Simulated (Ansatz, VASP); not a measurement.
One calculation of Ta, two programs

```xyz
1
Lattice="-1.6348 1.6348 1.6513 1.6348 -1.6348 1.6513 1.6348 1.6348 -1.6513" Properties=species:S:1:pos:R:3 pbc="T T T"
Ta    0.0000    0.0000    0.0000
```

Change from the starting cell: equal xx and yy strain of -1 %, crystal datasets.

Alike in both runs: task electric field gradients; functional PBEsol; k mesh 17 × 17 × 17; occupations fermi-dirac, width 0.08 eV; no spin polarisation.

```csv
,VASP,Ansatz
version,VASP 6.6.1,Ansatz 0.2.0
potentials or method,"VASP PAW PBE potentials, release 64 (Ta_pv), cutoff 520 eV","all-electron PAW with datasets made for the crystal, scalar-relativistic"
```

|  | VASP | Ansatz | Ansatz less VASP |
| --- | --- | --- | --- |
| pressure (GPa) | 0.5 | 0.2 | -0.31 |
| traceless stress, the component that is largest in VASP (GPa) | -0.77 | -0.77 | -0.001 |
| size of Vzz on the site where it differs most (V/Å²) | 7.4 | 7.7 | +0.28 |

VASP's potentials were made for PBE, not for PBEsol. Ansatz ran all-electron here, and VASP with PAW potentials.

Spin-orbit coupling is off throughout.
